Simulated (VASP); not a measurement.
# Ag (Im-3m) in VASP: further runs, part 2 of 2

VASP 6.6.1. Earlier steps stand in the parts before.

### Step 4. Single point, revPBE

This run uses another cell than the first one, of 18.58 Å³/atom, 1.024 times its volume.

File INCAR:

```
SYSTEM = Ag
PREC = Accurate
ENCUT = 520
EDIFF = 1E-6
ISMEAR = -1
SIGMA = 0.05
LREAL = .False.
LASPH = .True.
NELM = 60
ALGO = Normal
ISIF = 2
LWAVE = .False.
LCHARG = .False.
GGA = RE
NBANDS = 12
```

File KPOINTS:

```
Automatic mesh
0
Gamma
  11 11 11
  0 0 0
```

File POSCAR:

```
Ag
1.0
   -1.6685428427      1.6685428427      1.6685428427
    1.6685428427     -1.6685428427      1.6685428427
    1.6685428427      1.6685428427     -1.6685428427
Ag
1
Direct
    0.0000000000      0.0000000000      0.0000000000
```

The run is started by

```bash
$ cat potpaw_PBE.64/Ag/POTCAR > POTCAR
$ mpirun -np 1 vasp_std > vasp.out
```

Wall time 5.1 s (1 thread of Intel Xeon Platinum 8488C (Sapphire Rapids), shared host); peak memory 0.14 GiB.

The run converged. Its results:

```
Free energy : -2.2775 eV
Pressure    : -0.1 GPa
```

Levels at points of the mesh, in eV from the Fermi level:
| k point | band 3 | band 4 | band 5 | band 6 | band 7 | band 8 | band 9 | band 10 |
| --- | --- | --- | --- | --- | --- | --- | --- | --- |
| (0.00, 0.00, 0.00) | -4.63 | -4.63 | -3.48 | -3.48 | 17.65 | 17.65 | 17.65 | 22.74 |

Caveat: the PAW data sets were made with another functional, which shifts forces and pressure a little.

### Step 5. Single point, r2SCAN

File POSCAR:

```
Ag
1.0
   -1.6556540000      1.6556540000      1.6556540000
    1.6556540000     -1.6556540000      1.6556540000
    1.6556540000      1.6556540000     -1.6556540000
Ag
1
Direct
    0.0000000000      0.0000000000      0.0000000000
```

File INCAR.step1:

```
PREC = Accurate ; ENCUT = 520
ISMEAR = -1 ; SIGMA = 0.05
LREAL = False ; LASPH = True
NELM = 100 ; NBANDS = 12
GGA = PE ; ALGO = Normal
EDIFF = 1E-4 ; LWAVE = True
LCHARG = False
```

File INCAR.step2:

```
PREC = Accurate ; ENCUT = 520
EDIFF = 1E-7 ; ISMEAR = -1
SIGMA = 0.05 ; LREAL = False
LASPH = True ; NELM = 100
ALGO = Normal ; ISIF = 2
LWAVE = False ; LCHARG = False
METAGGA = R2SCAN ; LMIXTAU = True
NBANDS = 12 ; ISTART = 1
```

File KPOINTS:

```
regular mesh
0
Gamma
  11 11 11
```

The run is started by

```bash
$ cat potpaw_PBE.64/Ag/POTCAR > POTCAR
$ cp INCAR.step1 INCAR
$ mpirun -np 1 vasp_std > vasp.out
$ cp INCAR.step2 INCAR
$ mpirun -np 1 vasp_std > vasp.out
```

Wall time 23 s (1 thread of Intel Xeon Platinum 8488C (Sapphire Rapids), shared host); peak memory 0.15 GiB.

Results (log left out):

```yaml
Free_energy: -21.3270 eV
Pressure: -3.7 GPa
```

Levels at points of the mesh, in eV from the Fermi level:
```
           k point  band 2  band 3  band 4  band 5  band 6  band 7  band 8  band 9  band 10  band 11
(0.00, 0.00, 0.00)   -5.02   -5.02   -5.02   -3.80   -3.80   18.47   18.47   18.47    23.97    23.97
```

Caveat: the PAW data sets were made with another functional, which shifts forces and pressure a little.

### Step 6. Relaxation of cell and atoms, LDA

File INCAR:

```
PREC     = Accurate       # precision mode
ENCUT    = 600            # plane-wave cutoff, eV
EDIFF    = 1E-7           # SCF threshold, eV
ISMEAR   = -1             # smearing method
SIGMA    = 0.05           # smearing width, eV
LREAL    = False          # projectors in reciprocal space
LASPH    = True           # aspherical terms in the spheres
NELM     = 60             # most SCF steps
ALGO     = Fast           # electronic algorithm
ISIF     = 3              # what is computed and relaxed
LWAVE    = False          # write WAVECAR
LCHARG   = False          # write CHGCAR
IBRION   = 2              # ionic algorithm
NSW      = 60             # ionic steps
EDIFFG   = -0.01          # ionic threshold
```

KPOINTS is that of step 5.

POSCAR is that of step 5.

Potentials or basis: VASP PAW LDA potentials, release 64 (Ag).

The run is started by

```bash
$ cat potpaw_LDA.64/Ag/POTCAR > POTCAR
$ mpirun -np 1 vasp_std > vasp.out
```

OUTCAR:

```text
PREC = Accurate
   ENCUT = 600
   EDIFF = 1E-7
   ISMEAR = -1
   LREAL = False
   LASPH = True
   NELM = 60
   ISIF = 3
   IBRION = 2
   NSW = 60
   EDIFFG = -0.01

 ion  position               nearest neighbor table
   1  0.000  0.000  0.000-

  LATTYP: Found a body centered cubic cell.
 ALAT       =     3.3113080000

  Lattice vectors:

 A1 = (  -1.6556540000,   1.6556540000,   1.6556540000)
 A2 = (   1.6556540000,  -1.6556540000,   1.6556540000)
 A3 = (   1.6556540000,   1.6556540000,  -1.6556540000)

Analysis of symmetry for initial positions (statically):
=====================================================================
 Subroutine PRICEL returns:
 Original cell was already a primitive cell.

 Routine SETGRP: Setting up the symmetry group for a
 body centered cubic supercell.

 Subroutine GETGRP returns: Found 48 space group operations
[... 9 lines left out ...]

 Routine SETGRP: Setting up the symmetry group for a
 body centered cubic supercell.

 Subroutine GETGRP returns: Found 48 space group operations
[... 11 lines left out ...]
                                     Primitive cell

  volume of cell :      18.1538

  direct lattice vectors                    reciprocal lattice vectors
    -1.655654000  1.655654000  1.655654000     0.000000000  0.301995465  0.301995465
     1.655654000 -1.655654000  1.655654000     0.301995465  0.000000000  0.301995465
     1.655654000  1.655654000 -1.655654000     0.301995465  0.301995465  0.000000000

  length of vectors
     2.867676848  2.867676848  2.867676848     0.427086083  0.427086083  0.427086083

  position of ions in fractional coordinates (direct lattice)
     0.000000000  0.000000000  0.000000000

  ion indices of the primitive-cell ions
   primitive index   ion index
                 1           1

----------------------------------------------------------------------------------------

 KPOINTS: regular mesh

Automatic generation of k-mesh.
[... 91 lines left out ...]
   GGA     = CA    functional components
   LHFCALC =     F    Hartree Fock is set to
   AEXX    =    0.0000 exact exchange contribution
   IVDW    =     0    specifies the selected vdW correction
   LEPSILON=     F    determine dielectric tensor
   LRPA    =     F    only Hartree local field effects (RPA)
 conjugate gradient relaxation of ions
 non-spin polarized calculation
 RMM-DIIS sequential band-by-band and
  energy-cutoff  :      600.00
  volume of cell :       18.15
 maximum number of plane-waves:       621
   NGX = 11   NGY = 11   NGZ = 11

--------------------------------------- Ionic step        1  -------------------------------------------

 number of electron      11.0000001 magnetization

 Free energy of the ion-electron system (eV)
  ---------------------------------------------------
  ext. energy  EPLUGINS =         0.00000000
  ---------------------------------------------------
  free energy    TOTEN  =        -3.67142382 eV

  energy without entropy =       -3.66798479  energy(sigma->0) =       -3.66970431

------------------------ aborting loop because EDIFF is reached ----------------------------------------

  FORCE on cell =-STRESS in cart. coord.  units (eV):
  Direction    XX          YY          ZZ          XY          YZ          ZX
  --------------------------------------------------------------------------------------
  -------------------------------------------------------------------------------------
  Total       -1.2867429     -1.2867429     -1.2867429      0.0000000      0.0000000      0.0000000
  in kB     -113.5621572   -113.5621572   -113.5621572      0.0000000      0.0000000      0.0000000
  external PRESSURE =    -113.5621572 kB  Pullay stress =       0.0000000 kB
[... 22 lines left out ...]
--------------------------------------- Ionic step        2  -------------------------------------------

 number of electron      10.9999999 magnetization

 E-fermi :  10.1125     XC(G=0): -13.3619

 val. band max:       10.0993608850   @ k =  -0.3636   0.4545   0.0909
 cond. band min:      10.1526256190   @ k =  -0.2727   0.4545   0.0909
 fundamental gap:      0.0532647340
 Fermi energy:        10.1124812806

 k-point     1 :       0.0000    0.0000    0.0000
  band No.  band energies     occupation
      1       1.2838      2.00000
      2       4.6769      2.00000
      3       4.6769      2.00000
      4       4.6769      2.00000
      5       6.3586      2.00000
      6       6.3586      2.00000
      7      28.4747      0.00000
      8      28.4747      0.00000
      9      28.4747      0.00000
[... 415 lines left out ...]
--------------------------------------- Ionic step        6  -------------------------------------------

 number of electron      10.9999999 magnetization

 Free energy of the ion-electron system (eV)
  ---------------------------------------------------
  ext. energy  EPLUGINS =         0.00000000
  ---------------------------------------------------
  free energy    TOTEN  =        -3.75197928 eV

  energy without entropy =       -3.74734400  energy(sigma->0) =       -3.74966164

 E-fermi :   8.9204     XC(G=0): -12.9038

 val. band max:        8.9054461325   @ k =  -0.2727   0.4545   0.0909
 cond. band min:       8.9724270584   @ k =  -0.4545   0.4545   0.0909
 fundamental gap:      0.0669809259
 Fermi energy:         8.9204291636

 k-point     1 :       0.0000    0.0000    0.0000
  band No.  band energies     occupation
      1       0.7042      2.00000
      2       3.8303      2.00000
      3       3.8303      2.00000
      4       3.8303      2.00000
      5       5.3195      2.00000
      6       5.3195      2.00000
      7      27.0814      0.00000
      8      27.0814      0.00000
      9      27.0814      0.00000
[... 304 lines left out ...]
  FREE ENERGIE OF THE ION-ELECTRON SYSTEM (eV)
  ---------------------------------------------------
  free  energy   TOTEN  =        -3.7519792810 eV

  energy  without entropy=       -3.7473440044  energy(sigma->0) =       -3.74966164

 reached required accuracy - stopping structural energy minimisation
```

OSZICAR:

```text
N       E                     dE             d eps       ncg     rms          rms(c)
DAV:   1     0.491704413877E+02    0.49170E+02   -0.61705E+03  1024   0.123E+03
DAV:   2    -0.354074109663E+01   -0.52711E+02   -0.51015E+02  1050   0.222E+02
DAV:   3    -0.395706323429E+01   -0.41632E+00   -0.41547E+00  1135   0.243E+01
DAV:   4    -0.395816359852E+01   -0.11004E-02   -0.11002E-02  1091   0.118E+00
[... 53 lines left out ...]
DAV:   1    -0.375216597623E+01   -0.19500E-03   -0.35020E-03  1025   0.735E-01    0.874E-02
RMM:   2    -0.375198437157E+01    0.18160E-03   -0.39459E-04  1008   0.229E-01    0.274E-02
RMM:   3    -0.375198051484E+01    0.38567E-05   -0.78310E-06  1008   0.373E-02    0.188E-02
RMM:   4    -0.375197927615E+01    0.12387E-05   -0.15524E-06  1004   0.156E-02    0.132E-03
RMM:   5    -0.375197928103E+01   -0.48842E-08   -0.17911E-07   715   0.461E-03
   6 F= -.37519793E+01 E0= -.37496616E+01  d E =-.136157E-04
```

It took 18 s on 1 thread of Intel Xeon Platinum 8488C (Sapphire Rapids), shared host; peak memory 0.14 GiB.

What came out:

| Quantity | Value |
| --- | --- |
| Free energy | -3.7520 eV |
| Relaxed volume | 16.15 Å³/atom |
| Relaxed cell | a = 2.758 Å, b = 2.758 Å, c = 2.758 Å, α = 109.47°, β = 109.47°, γ = 109.47° |
| Space group after relaxing (to 0.05 Å) | Im-3m (No. 229) |
| Energy gained by relaxing | 80.6 meV/atom |
| Ionic steps | 6 |
| Pressure after relaxing | 0.0 GPa |

The path:
```
step  energy change (eV)  largest force (eV/Å)  pressure (GPa)  volume (Å³)
   1              0.0000                0.0000          -11.36        18.15
   2             -0.0386                0.0000           12.47        14.98
   3             -0.0805                0.0000           -0.14        16.17
   4             -0.0805                0.0000            0.19        16.13
   5             -0.0805                0.0000           -0.15        16.17
   6             -0.0806                0.0000            0.00        16.15
```

Final structure:
```
Ag
1.0
    -1.59245    1.59245    1.59245
     1.59245   -1.59245    1.59245
     1.59245    1.59245   -1.59245
Ag
1
Direct
  0.00000 0.00000 0.00000
```

### Step 7. Overview

```csv
task,level,potentials or basis,cell,cutoff (eV),smearing,gap on the mesh (eV),pressure (GPa)
single point,PBE,"VASP PAW PBE potentials, release 64 (Ag)","a = 2.868 Å, angles 109.5°, 1 atom",520,gaussian 0.012 eV,none,-0.9
single point,RPBE,"VASP PAW PBE potentials, release 64 (Ag)","a = 2.903 Å, angles 109.5°, 1 atom",520,fermi-dirac 0.05 eV,none,-0.1
single point,revPBE,"VASP PAW PBE potentials, release 64 (Ag)","a = 2.890 Å, angles 109.5°, 1 atom",520,fermi-dirac 0.05 eV,none,-0.1
single point,r2SCAN,"VASP PAW PBE potentials, release 64 (Ag)","a = 2.868 Å, angles 109.5°, 1 atom",520,fermi-dirac 0.05 eV,none,-3.7
relaxation of cell and atoms,LDA,"VASP PAW LDA potentials, release 64 (Ag)","relaxed from a = 2.868 Å, angles 109.5°, 1 atom",600,fermi-dirac 0.05 eV,none,0.0
```

Alike in all rows: no spin polarisation; k mesh 11 × 11 × 11.

Caveats: the PAW data sets were made with another functional, which shifts forces and pressure a little (some runs).

Total energies depend on the potentials used, so only differences within one code and one set of settings carry meaning.
